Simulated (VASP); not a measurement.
# Ti5C: single point with PBE

Crystal: Ti5C.

```
Ti C
1.0
     0.00000    3.62262    3.62262
     3.62262    0.00000    3.62262
     3.62262    3.62262    0.00000
Ti C
5 1
Direct
  0.62232 0.62232 0.62232
  0.62232 0.62232 0.13304
  0.62232 0.13304 0.62232
  0.13304 0.62232 0.62232
  0.25000 0.25000 0.25000
  0.00000 0.00000 0.00000
```

| Property | Result |
| --- | --- |
| Program | VASP 6.6.1 |
| Task | single point |
| Functional | PBE |
| Potentials or basis | VASP PAW PBE potentials, release 64 (Ti_sv, C) |
| Cutoff | 520 eV |
| k mesh | 4 × 4 × 4 |
| Occupations | gaussian, width 0.1 eV |
| Spin | no spin polarisation |

```
Pressure               : 0.1 GPa
Largest force          : 0.049 eV/Å
Band gap on the k mesh : zero (band 32 reaches 8.10 eV, above the bottom of band 33 at 7.70 eV)
```

Forces on the atoms (eV/Å):
```
Ti   0.028  0.028  0.028
Ti  -0.028 -0.028  0.028
Ti  -0.028  0.028 -0.028
Ti   0.028 -0.028 -0.028
Ti   0.000  0.000  0.000
C    0.000  0.000  0.000
```

Levels at points of the mesh, in eV from the Fermi level:
```
           k point  band 29  band 30  band 31  band 32  band 33  band 34  band 35  band 36
(0.00, 0.00, 0.00)    -1.90    -0.55    -0.55     0.24     0.24     0.24     0.73     0.73
(0.50, 0.00, 0.00)    -0.60    -0.60     0.03     0.12     0.12     0.12     0.66     0.75
(0.50, 0.50, 0.00)    -1.02    -0.72    -0.21    -0.07     0.31     0.70     0.70     1.13
```

Wall time 40 s on 1 thread of Intel(R) Xeon(R) 6975P-C (Granite Rapids), with other jobs on the host, peak memory 0.24 GiB.

Caveat: the k points lie up to 0.38 Å⁻¹ apart.
